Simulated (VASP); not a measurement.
# CdS (Greenockite) in VASP: a series of runs

The runs below take CdS (Greenockite) through single point, with PBEsol.

Program: VASP 6.6.1. These are calculated values, not measurements. Logs are shortened: lines on timing, memory, paths and dates and some standing lists are left out, and cuts for length are marked.

## Step 1: The cell of the first run

The typed cell holds 4 atoms: a = 4.150 Å, b = 4.150 Å, c = 6.737 Å, α = 90.00°, β = 90.00°, γ = 120.00°.

## Step 2: Single point, PBEsol

INCAR reads:

```
SYSTEM = CdS
  ALGO = Normal
  EDIFF = 1E-6
  ENCUT = 520
  GGA = PS
  ISIF = 2
  ISMEAR = -1
  LASPH = .TRUE.
  LCHARG = .TRUE.
  LELF = .TRUE.
  LREAL = .FALSE.
  LVHAR = .TRUE.
  LWAVE = .FALSE.
  NBANDS = 26
  NELM = 100
  PREC = Accurate
  SIGMA = 0.05
```

KPOINTS reads:

```
k-points
0
G
  5 5 3
  0 0 0
```

POSCAR reads:

```
CdS
1.0
    4.1500000000      0.0000000000      0.0000000000
   -2.0750000000      3.5940054257      0.0000000000
    0.0000000000      0.0000000000      6.7370000000
Cd S
2 2
Direct
    0.6523770000      0.3348300000      0.4982200000
    0.3323570000      0.6638290000      0.0023890000
    0.6625740000      0.3325360000      0.8727730000
    0.3393890000      0.6704910000      0.3751140000
```

Potentials or basis: VASP PAW PBE potentials, release 64 (Cd, S).

Started as:

```console
$ cat potpaw_PBE.64/Cd/POTCAR potpaw_PBE.64/S/POTCAR > POTCAR
$ mpirun -np 1 vasp_std > vasp.out
```

OUTCAR:

```text
SYSTEM = CdS
   EDIFF = 1E-6
   ENCUT = 520
   GGA = PS
   ISIF = 2
   ISMEAR = -1
   LASPH = .TRUE.
   LREAL = .FALSE.
   NELM = 100
   PREC = Accurate

 ion  position               nearest neighbor table
   1  0.652  0.335  0.498-   4 2.47   3 2.52   4 2.53   4 2.60
   2  0.332  0.664  0.002-   4 2.51   3 2.53   3 2.56   3 2.56
   3  0.663  0.333  0.873-   1 2.52   2 2.53   2 2.56   2 2.56
   4  0.339  0.670  0.375-   1 2.47   2 2.51   1 2.53   1 2.60

  LATTYP: Found a hexagonal cell.
 ALAT       =     4.1500000000
 C/A-ratio  =     1.6233734940

  Lattice vectors:

 A1 = (   4.1500000000,   0.0000000000,   0.0000000000)
 A2 = (  -2.0750000000,   3.5940054257,   0.0000000000)
 A3 = (   0.0000000000,   0.0000000000,   6.7370000000)

Analysis of symmetry for initial positions (statically):
=====================================================================
 Subroutine PRICEL returns:
 Original cell was already a primitive cell.

 Routine SETGRP: Setting up the symmetry group for a
 hexagonal supercell.

 Subroutine GETGRP returns: Found  1 space group operations
 (whereof  1 operations were pure point group operations)
 out of a pool of 24 trial point group operations.

The static configuration has the point symmetry C_1 .

Analysis of symmetry for dynamics (positions and initial velocities):
=====================================================================
 Subroutine PRICEL returns:
 Original cell was already a primitive cell.

 Routine SETGRP: Setting up the symmetry group for a
 hexagonal supercell.

 Subroutine GETGRP returns: Found  1 space group operations
 (whereof  1 operations were pure point group operations)
 out of a pool of 24 trial point group operations.

The dynamic configuration has the point symmetry C_1 .

 Subroutine INISYM returns: Found  1 space group operations
 (whereof  1 operations are pure point group operations),
 and found     1 'primitive' translations

----------------------------------------------------------------------------------------

                                     Primitive cell

  volume of cell :     100.4832

  direct lattice vectors                    reciprocal lattice vectors
     4.150000000  0.000000000  0.000000000     0.240963855  0.139120547  0.000000000
    -2.075000000  3.594005426  0.000000000     0.000000000  0.278241094  0.000000000
     0.000000000  0.000000000  6.737000000     0.000000000  0.000000000  0.148434021

  length of vectors
     4.150000000  4.150000000  6.737000000     0.278241094  0.278241094  0.148434021

  position of ions in fractional coordinates (direct lattice)
     0.652377000  0.334830000  0.498220000
     0.332357000  0.663829000  0.002389000
     0.662574000  0.332536000  0.872773000
     0.339389000  0.670491000  0.375114000

  ion indices of the primitive-cell ions
   primitive index   ion index
                 1           1
                 2           2
                 3           3
                 4           4

----------------------------------------------------------------------------------------

 KPOINTS: k-points

Automatic generation of k-mesh.
 Grid dimensions read from file:
 generate k-points for:    5    5    3

 Generating k-lattice:

  Cartesian coordinates                     Fractional coordinates (reciprocal lattice)
     0.048192771  0.027824109  0.000000000     0.200000000  0.000000000  0.000000000
     0.000000000  0.055648219  0.000000000     0.000000000  0.200000000  0.000000000
     0.000000000  0.000000000  0.049478007     0.000000000  0.000000000  0.333333333

  Length of vectors
     0.055648219  0.055648219  0.049478007

  Shift w.r.t. Gamma in fractional coordinates (k-lattice)
     0.000000000  0.000000000  0.000000000

 Subroutine IBZKPT returns following result:
 ===========================================

 Found     38 irreducible k-points:

 Following reciprocal coordinates:
            Coordinates               Weight
  0.000000  0.000000  0.000000      1.000000
  0.200000 -0.000000  0.000000      2.000000
  0.000000  0.200000  0.000000      2.000000
 -0.200000  0.200000  0.000000      2.000000
  0.400000 -0.000000  0.000000      2.000000
  0.000000  0.400000  0.000000      2.000000
[... 16 lines left out ...]
 -0.400000  0.400000  0.333333      2.000000
 -0.400000  0.000000  0.333333      2.000000
 [... further k-points ...]
   k-points           NKPTS =     38   k-points in BZ     NKDIM =     38   number of bands    NBANDS=     26
   number of dos      NEDOS =    301   number of ions     NIONS =      4
   total plane-waves  NPLWV =  51200
   dimension x,y,z NGX =    32 NGY =   32 NGZ =   50
   dimension x,y,z NGXF=    64 NGYF=   64 NGZF=  100
   ions per type =               2   2
   NGX,Y,Z   is equivalent  to a cutoff of  12.82, 12.82, 12.34 a.u.
   NGXF,Y,Z  is equivalent  to a cutoff of  25.64, 25.64, 24.68 a.u.
 SYSTEM =  CdS
   PREC   = accura    normal or accurate (medium, high low for compatibility)
   ISTART =      0    job   : 0-new  1-cont  2-samecut
   ICHARG =      2    charge: 1-file 2-atom 10-const
   ISPIN  =      1    spin polarized calculation?
   LNONCOLLINEAR =      F non collinear calculations
   LSORBIT =      F    spin-orbit coupling
   LASPH  =      T    aspherical Exc in radial PAW
   ENCUT  =  520.0 eV  38.22 Ry    6.18 a.u.   7.72  7.72 12.53*2*pi/ulx,y,z
   NELM   =    100;   NELMIN=  2; NELMDL= -5     # of ELM steps
   EDIFF  = 0.1E-05   stopping-criterion for ELM
   LREAL  =      F    real-space projection
   EDIFFG = 0.1E-04   stopping-criterion for IOM
   NSW    =      0    number of steps for IOM
   IBRION =     -1    ionic relax: 0-MD 1-quasi-New 2-CG
   NFREE  =      0    steps in history (QN), initial steepest desc. (CG)
   ISIF   =      2    stress and relaxation
   ISYM   =      2    0-nonsym 1-usesym 2-fastsym
   POTIM  = 0.5000    time-step for ionic-motion
   TEBEG  =    0.0;   TEEND  =   0.0 temperature during run
   PSTRESS=    0.0 pullay stress
   NELECT =      36.0000    total number of electrons
   NUPDOWN=      -1.0000    fix difference up-down
   EMIN   =  10.00;   EMAX   =-10.00  energy-range for DOS
   EFERMI =   0.00;   METHOD = LEGACY
   ISMEAR =    -1;   SIGMA  =   0.05  broadening in eV -4-tet -1-fermi 0-gaus
   EFERMI_NEDOS =   21; number of points for ismear=-14 and -15
   IALGO  =     38    algorithm
   IMIX   =      4    mixing-type and parameters
     AMIX     =   0.40;   BMIX     =  1.00
     AMIX_MAG =   1.60;   BMIX_MAG =  1.00
  volume/ion in A,a.u.               =      25.12       169.52
  Fermi-wavevector in a.u.,A,eV,Ry     =   1.162727  2.197236 18.394190  1.351935
  Thomas-Fermi vector in A             =   2.299285
   LORBIT       =      0    0 simple, 1 ext, 2 COOP (PROOUT), +10 PAW based schemes
   GGA     = PS    functional components
   LHFCALC =     F    Hartree Fock is set to
   AEXX    =    0.0000 exact exchange contribution
   IVDW    =     0    specifies the selected vdW correction
   LEPSILON=     F    determine dielectric tensor
   LRPA    =     F    only Hartree local field effects (RPA)
 non-spin polarized calculation
  energy-cutoff  :      520.00
  volume of cell :      100.48
 maximum number of plane-waves:      2731
   NGX = 15   NGY = 15   NGZ = 25

 number of electron      35.9999999 magnetization

 Free energy of the ion-electron system (eV)
  ---------------------------------------------------
  ext. energy  EPLUGINS =         0.00000000
  ---------------------------------------------------
  free energy    TOTEN  =       -13.60086704 eV

  energy without entropy =      -13.60086576  energy(sigma->0) =      -13.60086640

 E-fermi :   1.6610     XC(G=0):  -9.3098

 val. band max:        1.1172759336   @ k =   0.0000   0.0000   0.0000
 cond. band min:       2.1662312327   @ k =   0.0000   0.0000   0.0000
 fundamental gap:      1.0489552991
 Fermi energy:         1.6610348151

 k-point     1 :       0.0000    0.0000    0.0000
  band No.  band energies     occupation
      1     -11.2165      2.00000
      2     -10.7595      2.00000
      3      -6.6025      2.00000
      4      -6.5820      2.00000
      5      -6.5238      2.00000
      6      -6.4517      2.00000
[... 18 lines left out ...]
     25       8.6669      0.00000
     26       8.7200      0.00000

 k-point     2 :       0.2000   -0.0000    0.0000
  band No.  band energies     occupation
      1     -11.0893      2.00000
      2     -10.7045      2.00000
      3      -6.5573      2.00000
      4      -6.5408      2.00000
      5      -6.4381      2.00000
      6      -6.3855      2.00000
[... 18 lines left out ...]
     25       8.6454      0.00000
     26       9.4837      0.00000

 k-point     3 :       0.0000    0.2000    0.0000
  band No.  band energies     occupation
      1     -11.0858      2.00000
      2     -10.7043      2.00000
      3      -6.5516      2.00000
      4      -6.5133      2.00000
      5      -6.4571      2.00000
      6      -6.3803      2.00000
[... 18 lines left out ...]
     25       8.7033      0.00000
     26       9.4041      0.00000

 k-point     4 :      -0.2000    0.2000    0.0000
  band No.  band energies     occupation
      1     -11.0836      2.00000
      2     -10.7040      2.00000
      3      -6.5329      2.00000
      4      -6.5058      2.00000
      5      -6.4652      2.00000
      6      -6.3910      2.00000
[... 18 lines left out ...]
     25       8.7033      0.00000
     26       9.3327      0.00000
[... 496 lines left out ...]
      1     -10.8102      2.00000
      2     -10.6606      2.00000
      3      -6.4795      2.00000
      4      -6.4148      2.00000
      5      -6.3803      2.00000
      6      -6.3120      2.00000
[... 18 lines left out ...]
     25       8.9357      0.00000
     26      10.1091      0.00000

 k-point    23 :      -0.4000    0.4000    0.3333
  band No.  band energies     occupation
      1     -10.8058      2.00000
      2     -10.6585      2.00000
      3      -6.4570      2.00000
      4      -6.4026      2.00000
      5      -6.3782      2.00000
      6      -6.2859      2.00000
[... 18 lines left out ...]
     25       8.9068      0.00000
     26      10.0695      0.00000

 k-point    24 :      -0.4000    0.0000    0.3333
  band No.  band energies     occupation
      1     -10.8220      2.00000
      2     -10.6589      2.00000
      3      -6.5009      2.00000
      4      -6.4565      2.00000
      5      -6.3757      2.00000
      6      -6.3217      2.00000
[... 18 lines left out ...]
     25       8.9196      0.00000
     26      10.1183      0.00000

 [... further k-points ...]
[... 5 lines left out ...]
  --------------------------------------------------------------------------------------
  -------------------------------------------------------------------------------------
  Total       -0.4678980     -0.4735064      0.0181947     -0.5228447      0.0169549      0.2296697
  in kB       -7.4605075     -7.5499317      0.2901090     -8.3366182      0.2703408      3.6620217
  external PRESSURE =      -4.9067767 kB  Pullay stress =       0.0000000 kB

 VOLUME and BASIS-vectors are now :
 -----------------------------------------------------------------------------
  energy-cutoff  :      520.00
  volume of cell :      100.48
      direct lattice vectors                 reciprocal lattice vectors
     4.150000000  0.000000000  0.000000000     0.240963855  0.139120547  0.000000000
    -2.075000000  3.594005426  0.000000000     0.000000000  0.278241094  0.000000000
     0.000000000  0.000000000  6.737000000     0.000000000  0.000000000  0.148434021

 POSITION                                       TOTAL-FORCE (eV/Angst)
 -----------------------------------------------------------------------------------
      2.01259      1.20338      3.35651         0.375567     -0.007367      0.016814
      0.00184      2.38581      0.01609        -0.070819      0.034348     -0.205219
      2.05967      1.19514      5.87987         0.091186     -0.027575      0.149231
      0.01720      2.40975      2.52714        -0.395935      0.000594      0.039173
 -----------------------------------------------------------------------------------
    total drift:                                0.000035      0.000017     -0.000640

  FREE ENERGIE OF THE ION-ELECTRON SYSTEM (eV)
  ---------------------------------------------------
  free  energy   TOTEN  =       -13.6008670365 eV

  energy  without entropy=      -13.6008657557  energy(sigma->0) =      -13.60086640
```

Run time: 69 s. Hardware: 1 thread of Intel Xeon Platinum 8488C (Sapphire Rapids), shared host; peak memory 0.25 GiB.

What came out:

```
Free energy            : -13.6009 eV
Pressure               : -0.5 GPa
Largest force          : 0.398 eV/Å
Band gap on the k mesh : 1.05 eV, direct
```

Forces in eV/Å, atoms in the order of the input:
```
Cd   0.376 -0.007  0.017
Cd  -0.071  0.034 -0.205
S    0.091 -0.028  0.149
S   -0.396  0.001  0.039
```

Caveat: the PAW data sets were made with another functional, which shifts forces and pressure a little. Expect the measured gap to be larger: semilocal functionals such as PBEsol lack the derivative discontinuity.

## Step 3: Single point, PBEsol

INCAR reads:

```
PREC = Accurate
ENCUT = 520
EDIFF = 1E-7
ISMEAR = -1
SIGMA = 0.05
LREAL = False
LASPH = True
NELM = 100
ALGO = Normal
ISIF = 2
LWAVE = False
LCHARG = True
GGA = PS
LELF = True
LVHAR = True
NBANDS = 26
```

KPOINTS reads:

```
regular mesh
0
Gamma
  4 4 3
```

POSCAR reads:

```
CdS
1.0
    4.1500000000      0.0000000000      0.0000000000
   -2.0750000000      3.5940054257      0.0000000000
    0.0000000000      0.0000000000      6.7370000000
Cd S
2 2
Direct
    0.6666666667      0.3333333333      0.5000000000
    0.3333333333      0.6666666667      0.0000000000
    0.6666666667      0.3333333333      0.8750000000
    0.3333333333      0.6666666667      0.3750000000
```

Potentials or basis: VASP PAW PBE potentials, release 64 (Cd, S).

Started as:

```console
$ cat potpaw_PBE.64/Cd/POTCAR potpaw_PBE.64/S/POTCAR > POTCAR
$ mpirun -np 1 vasp_std > vasp.out
```

OUTCAR:

```text
PREC = Accurate
   ENCUT = 520
   EDIFF = 1E-7
   ISMEAR = -1
   LREAL = False
   LASPH = True
   NELM = 100
   ISIF = 2
   GGA = PS

 ion  position               nearest neighbor table
   1  0.667  0.333  0.500-   3 2.53   4 2.54   4 2.54   4 2.54
   2  0.333  0.667  0.000-   4 2.53   3 2.54   3 2.54   3 2.54
   3  0.667  0.333  0.875-   1 2.53   2 2.54   2 2.54   2 2.54
   4  0.333  0.667  0.375-   2 2.53   1 2.54   1 2.54   1 2.54

  LATTYP: Found a hexagonal cell.
[... 414 lines left out ...]
  Direction    XX          YY          ZZ          XY          YZ          ZX
  --------------------------------------------------------------------------------------
  -------------------------------------------------------------------------------------
  Total       -0.4012397     -0.4012397     -0.1696053      0.0000000      0.0000000      0.0000000
  in kB       -6.3976596     -6.3976596     -2.7043104      0.0000000      0.0000000      0.0000000
  external PRESSURE =      -5.1665432 kB  Pullay stress =       0.0000000 kB

 VOLUME and BASIS-vectors are now :
 -----------------------------------------------------------------------------
  energy-cutoff  :      520.00
  volume of cell :      100.48
      direct lattice vectors                 reciprocal lattice vectors
     4.150000000  0.000000000  0.000000000     0.240963855  0.139120547  0.000000000
    -2.075000000  3.594005426  0.000000000     0.000000000  0.278241094  0.000000000
     0.000000000  0.000000000  6.737000000     0.000000000  0.000000000  0.148434021

 POSITION                                       TOTAL-FORCE (eV/Angst)
 -----------------------------------------------------------------------------------
      2.07500      1.19800      3.36850        -0.000000      0.000000     -0.054389
     -0.00000      2.39600      0.00000         0.000000     -0.000000     -0.054389
      2.07500      1.19800      5.89487         0.000000     -0.000000      0.054389
     -0.00000      2.39600      2.52637        -0.000000      0.000000      0.054389
 -----------------------------------------------------------------------------------
    total drift:                               -0.000000     -0.000000     -0.000627

  FREE ENERGIE OF THE ION-ELECTRON SYSTEM (eV)
  ---------------------------------------------------
  free  energy   TOTEN  =       -13.5940755647 eV

  energy  without entropy=      -13.5940735133  energy(sigma->0) =      -13.59407454
```

OSZICAR:

```text
N       E                     dE             d eps       ncg     rms          rms(c)
DAV:   1     0.242919027836E+03    0.24292E+03   -0.17347E+04   416   0.127E+03
DAV:   2    -0.147475586919E+01   -0.24439E+03   -0.23654E+03   464   0.315E+02
DAV:   3    -0.144744737963E+02   -0.13000E+02   -0.12923E+02   512   0.735E+01
DAV:   4    -0.146053612091E+02   -0.13089E+00   -0.13078E+00   466   0.714E+00
DAV:   5    -0.146073904010E+02   -0.20292E-02   -0.20291E-02   502   0.875E-01    0.107E+01
DAV:   6    -0.136255319189E+02    0.98186E+00   -0.18550E+00   550   0.149E+01    0.846E+00
DAV:   7    -0.136016561050E+02    0.23876E-01   -0.64981E-01   440   0.435E+00    0.381E+00
DAV:   8    -0.135954982180E+02    0.61579E-02   -0.86798E-02   450   0.295E+00    0.501E-01
DAV:   9    -0.135939254260E+02    0.15728E-02   -0.14611E-02   458   0.150E+00    0.151E-01
DAV:  10    -0.135939773096E+02   -0.51884E-04   -0.11523E-03   476   0.348E-01    0.989E-02
DAV:  11    -0.135940378472E+02   -0.60538E-04   -0.15062E-04   472   0.794E-02    0.766E-02
DAV:  12    -0.135940766618E+02   -0.38815E-04   -0.84099E-05   424   0.404E-02    0.331E-02
DAV:  13    -0.135940747950E+02    0.18668E-05   -0.98177E-06   494   0.291E-02    0.601E-03
DAV:  14    -0.135940756295E+02   -0.83445E-06   -0.19394E-06   438   0.145E-02    0.349E-03
DAV:  15    -0.135940755647E+02    0.64746E-07   -0.22505E-07   414   0.255E-03
   1 F= -.13594076E+02 E0= -.13594075E+02  d E =-.205141E-05
```

Run time: 16 s. Hardware: 1 thread of AMD EPYC 9R45 (Zen 5), shared host; peak memory 0.18 GiB.

Results:

* Free energy: -13.5941 eV
* Pressure: -0.5 GPa
* Largest force: 0.054 eV/Å
* Band gap on the k mesh: 1.05 eV, direct

Forces in eV/Å, atoms in the order of the input:
```
Cd   0.000  0.000 -0.054
Cd   0.000  0.000 -0.054
S    0.000  0.000  0.054
S    0.000  0.000  0.054
```

Caveat: the k points lie up to 0.44 Å⁻¹ apart; the PAW data sets were made with another functional, which shifts forces and pressure a little. PBEsol gaps usually lie below the measured ones, often by a third to a half.
